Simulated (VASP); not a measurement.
GaSb:

```
CELL_PARAMETERS angstrom
0.00000 2.69086 2.69086
2.69086 0.00000 2.69086
2.69086 2.69086 0.00000
ATOMIC_POSITIONS crystal
Ga 0.00000 0.00000 0.00000
Sb 0.75000 0.75000 0.75000
```

- Program: VASP 6.6.1
- Task: relaxation of cell and atoms
- Functional: PBE
- Potentials or basis: VASP PAW PBE potentials, release 64 (Ga_d, Sb)
- Cutoff: 500 eV
- k mesh: 6 × 6 × 6
- Occupations: gaussian, width 0.1 eV
- Spin: no spin polarisation

At the start: pressure 53.2 GPa; volume 19.48 Å³/atom.

How do energy, volume and symmetry change on relaxing?

Over 4 steps the energy falls by 1166.1 meV/atom and the volume is 29.94 Å³/atom (+53.7 %); space group F-43m (No. 216, to 0.1 Å) before and after.

Step by step:
```
step  energy change (eV)  largest force (eV/Å)  pressure (GPa)  volume (Å³)
   1              0.0000                0.0000           53.20        38.97
   2             -1.4796                0.0000           -6.69        88.03
   3             -2.3318                0.0000           -0.30        60.37
   4             -2.3321                0.0000            0.07        59.88
```

Final structure:
```
Ga Sb
1.0
     0.00000    3.10510    3.10510
     3.10510    0.00000    3.10510
     3.10510    3.10510    0.00000
Ga Sb
1 1
Direct
  0.00000 0.00000 0.00000
  0.75000 0.75000 0.75000
```

Caveat: the volume moved by over 15 % at a fixed basis, so the end points are rough.
